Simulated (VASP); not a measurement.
# AlN in VASP: further runs, part 2 of 3

VASP 6.6.1. Earlier steps stand in the parts before.

## (3) Single point, PBE (strained)

INCAR reads:

```
PREC = Accurate ; ENCUT = 520
EDIFF = 1E-7 ; ISMEAR = 0
SIGMA = 0.02 ; LREAL = F
LASPH = T ; NELM = 60
ALGO = Normal ; ISIF = 2
LWAVE = F ; LCHARG = F
GGA = PE ; NBANDS = 16
```

KPOINTS reads:

```
regular mesh
0
Gamma
  9 9 6
```

POSCAR reads:

```
AlN
1.0
    3.0904384274      0.0000000000      0.0000000000
   -1.5452192137      2.6763981869      0.0000000000
    0.0000000000      0.0000000000      5.0944354200
Al N
2 2
Direct
    0.3333333333      0.6666666667      0.0120530333
    0.6666666667      0.3333333333      0.5120530333
    0.3333333333      0.6666666667      0.3729469667
    0.6666666667      0.3333333333      0.8729469667
```

Potentials or basis: VASP PAW PBE potentials, release 64 (Al, N).

The run is started by

```
$ cat potpaw_PBE.64/Al/POTCAR potpaw_PBE.64/N/POTCAR > POTCAR
$ mpirun -np 1 vasp_std > vasp.out
```

OUTCAR:

```text
PREC = Accurate
   ENCUT = 520
   EDIFF = 1E-7
   ISMEAR = 0
   LREAL = F
   LASPH = T
   NELM = 60
   ISIF = 2
   GGA = PE

 ion  position               nearest neighbor table
   1  0.333  0.667  0.012-   3 1.84   4 1.92   4 1.92   4 1.92   2 3.11   2 3.11   2 3.11   2 3.11
                             2 3.11   2 3.11
   2  0.667  0.333  0.512-   4 1.84   3 1.92   3 1.92   3 1.92   1 3.11   1 3.11   1 3.11   1 3.11
                             1 3.11   1 3.11
   3  0.333  0.667  0.373-   1 1.84   2 1.92   2 1.92   2 1.92
   4  0.667  0.333  0.873-   2 1.84   1 1.92   1 1.92   1 1.92

  LATTYP: Found a hexagonal cell.
 ALAT       =     3.0904384274
 C/A-ratio  =     1.6484507100

  Lattice vectors:

 A1 = (   3.0904384274,   0.0000000000,   0.0000000000)
 A2 = (  -1.5452192137,   2.6763981869,   0.0000000000)
 A3 = (   0.0000000000,   0.0000000000,   5.0944354200)

Analysis of symmetry for initial positions (statically):
=====================================================================
 Subroutine PRICEL returns:
 Original cell was already a primitive cell.

 Routine SETGRP: Setting up the symmetry group for a
 hexagonal supercell.

 Subroutine GETGRP returns: Found 12 space group operations
 (whereof  6 operations were pure point group operations)
 out of a pool of 24 trial point group operations.

The static configuration has the point symmetry C_3v.
 The point group associated with its full space group is C_6v.

Analysis of symmetry for dynamics (positions and initial velocities):
=====================================================================
 Subroutine PRICEL returns:
 Original cell was already a primitive cell.

 Routine SETGRP: Setting up the symmetry group for a
 hexagonal supercell.

 Subroutine GETGRP returns: Found 12 space group operations
 (whereof  6 operations were pure point group operations)
 out of a pool of 24 trial point group operations.

The dynamic configuration has the point symmetry C_3v.
 The point group associated with its full space group is C_6v.

 Subroutine INISYM returns: Found 12 space group operations
 (whereof  6 operations are pure point group operations),
 and found     1 'primitive' translations

----------------------------------------------------------------------------------------

                                     Primitive cell

  volume of cell :      42.1373

  direct lattice vectors                    reciprocal lattice vectors
     3.090438427  0.000000000  0.000000000     0.323578684  0.186818240  0.000000000
    -1.545219214  2.676398187  0.000000000     0.000000000  0.373636481  0.000000000
     0.000000000  0.000000000  5.094435420     0.000000000  0.000000000  0.196292605

  length of vectors
     3.090438427  3.090438427  5.094435420     0.373636481  0.373636481  0.196292605

  position of ions in fractional coordinates (direct lattice)
     0.333333333  0.666666667  0.012053033
     0.666666667  0.333333333  0.512053033
     0.333333333  0.666666667  0.372946967
     0.666666667  0.333333333  0.872946967

  ion indices of the primitive-cell ions
   primitive index   ion index
                 1           1
                 2           2
                 3           3
                 4           4

----------------------------------------------------------------------------------------

 KPOINTS: regular mesh

Automatic generation of k-mesh.
 Grid dimensions read from file:
 generate k-points for:    9    9    6

 Generating k-lattice:

  Cartesian coordinates                     Fractional coordinates (reciprocal lattice)
     0.035953187  0.020757582  0.000000000     0.111111111  0.000000000  0.000000000
     0.000000000  0.041515165  0.000000000     0.000000000  0.111111111  0.000000000
     0.000000000  0.000000000  0.032715434     0.000000000  0.000000000  0.166666667

  Length of vectors
     0.041515165  0.041515165  0.032715434

  Shift w.r.t. Gamma in fractional coordinates (k-lattice)
     0.000000000  0.000000000  0.000000000

 Subroutine IBZKPT returns following result:
 ===========================================

 Found     48 irreducible k-points:

 Following reciprocal coordinates:
            Coordinates               Weight
  0.000000  0.000000  0.000000      1.000000
  0.111111  0.000000  0.000000      6.000000
  0.222222  0.000000  0.000000      6.000000
  0.333333  0.000000  0.000000      6.000000
  0.444444  0.000000  0.000000      6.000000
  0.111111  0.111111  0.000000      6.000000
[... 16 lines left out ...]
  0.333333  0.222222  0.166667     24.000000
  0.333333  0.333333  0.166667      4.000000
 [... further k-points ...]
   k-points           NKPTS =     48   k-points in BZ     NKDIM =     48   number of bands    NBANDS=     16
   number of dos      NEDOS =    301   number of ions     NIONS =      4
   total plane-waves  NPLWV =  23040
   dimension x,y,z NGX =    24 NGY =   24 NGZ =   40
   dimension x,y,z NGXF=    48 NGYF=   48 NGZF=   80
   ions per type =               2   2
   NGX,Y,Z   is equivalent  to a cutoff of  12.91, 12.91, 13.05 a.u.
   NGXF,Y,Z  is equivalent  to a cutoff of  25.82, 25.82, 26.11 a.u.
 SYSTEM =  unknown system
   PREC   = accura    normal or accurate (medium, high low for compatibility)
   ISTART =      0    job   : 0-new  1-cont  2-samecut
   ICHARG =      2    charge: 1-file 2-atom 10-const
   ISPIN  =      1    spin polarized calculation?
   LNONCOLLINEAR =      F non collinear calculations
   LSORBIT =      F    spin-orbit coupling
   LASPH  =      T    aspherical Exc in radial PAW
   ENCUT  =  520.0 eV  38.22 Ry    6.18 a.u.   5.75  5.75  9.47*2*pi/ulx,y,z
   NELM   =     60;   NELMIN=  2; NELMDL= -5     # of ELM steps
   EDIFF  = 0.1E-06   stopping-criterion for ELM
   LREAL  =      F    real-space projection
   EDIFFG = 0.1E-05   stopping-criterion for IOM
   NSW    =      0    number of steps for IOM
   IBRION =     -1    ionic relax: 0-MD 1-quasi-New 2-CG
   NFREE  =      0    steps in history (QN), initial steepest desc. (CG)
   ISIF   =      2    stress and relaxation
   ISYM   =      2    0-nonsym 1-usesym 2-fastsym
   POTIM  = 0.5000    time-step for ionic-motion
   TEBEG  =    0.0;   TEEND  =   0.0 temperature during run
   PSTRESS=    0.0 pullay stress
   NELECT =      16.0000    total number of electrons
   NUPDOWN=      -1.0000    fix difference up-down
   EMIN   =  10.00;   EMAX   =-10.00  energy-range for DOS
   EFERMI =   0.00;   METHOD = LEGACY
   ISMEAR =     0;   SIGMA  =   0.02  broadening in eV -4-tet -1-fermi 0-gaus
   EFERMI_NEDOS =   21; number of points for ismear=-14 and -15
   IALGO  =     38    algorithm
   IMIX   =      4    mixing-type and parameters
     AMIX     =   0.40;   BMIX     =  1.00
     AMIX_MAG =   1.60;   BMIX_MAG =  1.00
  volume/ion in A,a.u.               =      10.53        71.09
  Fermi-wavevector in a.u.,A,eV,Ry     =   1.185475  2.240224 19.120972  1.405352
  Thomas-Fermi vector in A             =   2.321668
   LORBIT       =      0    0 simple, 1 ext, 2 COOP (PROOUT), +10 PAW based schemes
   GGA     = PE    functional components
   LHFCALC =     F    Hartree Fock is set to
   AEXX    =    0.0000 exact exchange contribution
   IVDW    =     0    specifies the selected vdW correction
   LEPSILON=     F    determine dielectric tensor
   LRPA    =     F    only Hartree local field effects (RPA)
 non-spin polarized calculation
 Gauss-broadening in eV      SIGMA  =   0.02
  energy-cutoff  :      520.00
  volume of cell :       42.14
 maximum number of plane-waves:      1170
 NGX is ok and might be reduce to    24
   NGX = 11   NGY = 11   NGZ = 19

 number of electron      15.9999997 magnetization

 Free energy of the ion-electron system (eV)
  ---------------------------------------------------
  ext. energy  EPLUGINS =         0.00000000
  ---------------------------------------------------
  free energy    TOTEN  =       -29.66485832 eV

  energy without entropy =      -29.66485832  energy(sigma->0) =      -29.66485832

 E-fermi :   6.2145     XC(G=0): -10.8767

 val. band max:        6.0533868759   @ k =   0.0000   0.0000   0.0000
 cond. band min:      10.1176679486   @ k =   0.0000   0.0000   0.0000
 fundamental gap:      4.0642810727
 Fermi energy:         6.2145002258

 k-point     1 :       0.0000    0.0000    0.0000
  band No.  band energies     occupation
      1      -9.0571      2.00000
      2      -7.0365      2.00000
      3      -0.0973      2.00000
      4       5.4830      2.00000
      5       5.4830      2.00000
      6       5.6387      2.00000
[... 433 lines left out ...]
      3       1.5131      2.00000
      4       1.9600      2.00000
      5       1.9600      2.00000
      6       3.4395      2.00000
[... 8 lines left out ...]
     15      19.5126      0.00000
     16      21.0178      0.00000

 [... further k-points ...]
[... 5 lines left out ...]
  --------------------------------------------------------------------------------------
  -------------------------------------------------------------------------------------
  Total        0.4358062      0.4358062      1.1407268      0.0000000      0.0000000     -0.0000000
  in kB       16.5705561     16.5705561     43.3735871      0.0000000      0.0000000     -0.0000000
  external PRESSURE =      25.5048998 kB  Pullay stress =       0.0000000 kB

 VOLUME and BASIS-vectors are now :
 -----------------------------------------------------------------------------
  energy-cutoff  :      520.00
  volume of cell :       42.14
      direct lattice vectors                 reciprocal lattice vectors
     3.090438427  0.000000000  0.000000000     0.323578684  0.186818240  0.000000000
    -1.545219214  2.676398187  0.000000000     0.000000000  0.373636481  0.000000000
     0.000000000  0.000000000  5.094435420     0.000000000  0.000000000  0.196292605

 POSITION                                       TOTAL-FORCE (eV/Angst)
 -----------------------------------------------------------------------------------
     -0.00000      1.78427      0.06140        -0.000000     -0.000000     -1.229586
      1.54522      0.89213      2.60862         0.000000     -0.000000     -1.229586
     -0.00000      1.78427      1.89995         0.000000     -0.000000      1.229586
      1.54522      0.89213      4.44717        -0.000000      0.000000      1.229586
 -----------------------------------------------------------------------------------
    total drift:                               -0.000000      0.000000      0.001268

  FREE ENERGIE OF THE ION-ELECTRON SYSTEM (eV)
  ---------------------------------------------------
  free  energy   TOTEN  =       -29.6648583238 eV

  energy  without entropy=      -29.6648583238  energy(sigma->0) =      -29.66485832
```

stdout:

```text
POSCAR found type information on POSCAR AlN
 POSCAR found :  2 types and       4 ions
 scaLAPACK will be used
 LDA part: xc-table for (Slater+PW92), standard interpolation
 POSCAR, INCAR and KPOINTS ok, starting setup
 FFT: planning ... GRIDC
 FFT: planning ... GRID_SOFT
 FFT: planning ... GRID
 WAVECAR not read
 entering main loop
```

Wall time 14 s (1 thread of Intel Xeon 6975P-C (Granite Rapids), shared host); peak memory 0.16 GiB.

Results:

* Free energy: -29.6649 eV
* Pressure: 2.6 GPa
* Largest force: 1.230 eV/Å
* Band gap on the k mesh: 4.06 eV, direct

Forces in eV/Å, atoms in the order of the input:
```
Al   0.000  0.000 -1.230
Al   0.000  0.000 -1.230
N    0.000  0.000  1.230
N    0.000  0.000  1.230
```

Stress tensor (GPa, compression positive):
```
1.66 0.00 0.00
0.00 1.66 0.00
0.00 0.00 4.34
```

Caveat: the cell differs from its parent crystal (strained); forces of over 1 eV/Å act on the atoms, so gaps and moduli don't describe the material at rest.

## (4) Single point, PBE (strained and its atoms moved)

INCAR reads:

```
  PREC = Accurate
  ENCUT = 520
  EDIFF = 1E-6
  ISMEAR = 0
  SIGMA = 0.02
  LREAL = False
  LASPH = True
  NELM = 80
  ALGO = Normal
  ISIF = 2
  LWAVE = False
  LCHARG = False
  GGA = PE
  NBANDS = 16
```

KPOINTS is that of step 3.

POSCAR reads:

```
AlN
1.0
    3.1425788234      0.0311100215      0.0069375348
   -1.5443473428      2.7371161734      0.0069039291
    0.0111009400      0.0191653000      5.0911001600
Al N
2 2
Direct
    0.3363835509      0.6638257406      0.0053802048
    0.6638257406      0.3363835509      0.5053802048
    0.3352036227      0.6645870858      0.3796197952
    0.6645870858      0.3352036227      0.8796197952
```

The run is started by

```
$ cat potpaw_PBE.64/Al/POTCAR potpaw_PBE.64/N/POTCAR > POTCAR
$ mpirun -np 1 vasp_std > vasp.out
```

It took 54 s on 1 thread of Intel Xeon 6975P-C (Granite Rapids), shared host; peak memory 0.26 GiB.

The run converged. Its results:

```
Free energy            : -29.7094 eV
Pressure               : -5.8 GPa
Largest force          : 0.609 eV/Å
Band gap on the k mesh : 3.85 eV, direct
```

Forces in eV/Å, atoms in the order of the input:
```
Al  -0.434  0.214 -0.350
Al   0.402 -0.269 -0.350
N   -0.415  0.276  0.350
N    0.447 -0.221  0.350
```

Stress tensor (GPa, compression positive):
```
-4.12 -4.25 -0.49
-4.25 -9.02 -0.85
-0.49 -0.85 -4.36
```

Levels at points of the mesh, in eV from the valence-band top:
```tsv
k point	band 6	band 7	band 8	band 9	band 10	band 11
(0.00, 0.00, 0.00)	-0.04	-0.01	0.00	3.85	6.36	10.17
(0.00, 0.00, 0.50)	-0.36	-0.32	-0.32	6.10	6.10	9.98
```

Caveat: the cell differs from its parent crystal (strained and its atoms moved). A k mesh can miss the band edges.

(Continued in part 3 of 3.)
